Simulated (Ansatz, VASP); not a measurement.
Sn: VASP beside Ansatz

Contents of INCAR:

```
SYSTEM = Sn
PREC = Accurate
ENCUT = 520
EDIFF = 1E-8
ISMEAR = -1
SIGMA = 0.05
LREAL = .FALSE.
LASPH = .TRUE.
NELM = 100
ALGO = Normal
ISIF = 2
LWAVE = .FALSE.
LCHARG = .FALSE.
GGA = PS
LEFG = .TRUE.
NBANDS = 21
```

Contents of KPOINTS:

```
regular mesh
0
G
  11 11 11
  0 0 0
```

File POSCAR:

```
Sn
1.0
   -0.0649120000      3.2131440000      3.2131440000
    3.2131440000     -0.0649120000      3.2131440000
    3.2131440000      3.2131440000     -0.0649120000
Sn
2
Direct
    0.5000000000      0.5000000000      0.5000000000
    0.7500000000      0.7500000000      0.7500000000
```

Input for Ansatz:

```yaml
crystal:
  lattice:
    - [-0.064912, 3.213144, 3.213144]
    - [3.213144, -0.064912, 3.213144]
    - [3.213144, 3.213144, -0.064912]
  atoms:
    - { symbol: Sn, position: [0.5, 0.5, 0.5] }
    - { symbol: Sn, position: [0.75, 0.75, 0.75] }
kpoints:
  mp_grid: { grid: [11, 11, 11] }
scf:
  occupations: { method: fermi_dirac, width: 0.05 }
hamiltonian:
  xc: pbesol
  pseudopotentials: { kind: paw }
output:
  forces: true
  stress: true
  eigenvalues: true
  efg: { contact_densities: true }
```

Change from the starting cell: equal xy, yz and zx shear strains of -2 %, PAW files.

Alike in both runs: task electric field gradients; functional PBEsol; k mesh 11 × 11 × 11; occupations fermi-dirac, width 0.05 eV; no spin polarisation.

|  | VASP | Ansatz |
| --- | --- | --- |
| version | VASP 6.6.1 | Ansatz 0.2.0 |
| potentials or method | VASP PAW PBE potentials, release 64 (Sn_d) | PAW with Ansatz's default frozen-core files, scalar-relativistic |
| plane-wave cutoff (eV) | 520 | 420 |
| valence electrons in the cell | 28 | 28 |

Ansatz gave:

* pressure (GPa): 1.1
* traceless stress, the component that is largest in VASP (GPa): 1.09
* rms of the force components (eV/Å): 0.201
* size of Vzz on the site where it differs most (V/Å²): 29.0

Problem. Which values does VASP return?

Solution. Pressure (GPa): 1.0; traceless stress, the component that is largest in VASP (GPa): 1.09; rms of the force components (eV/Å): 0.201; size of Vzz on the site where it differs most (V/Å²): 30.2.

VASP's potentials were made for PBE, not for PBEsol. Atom by atom the forces differ by 0.000 eV/Å (rms over components).
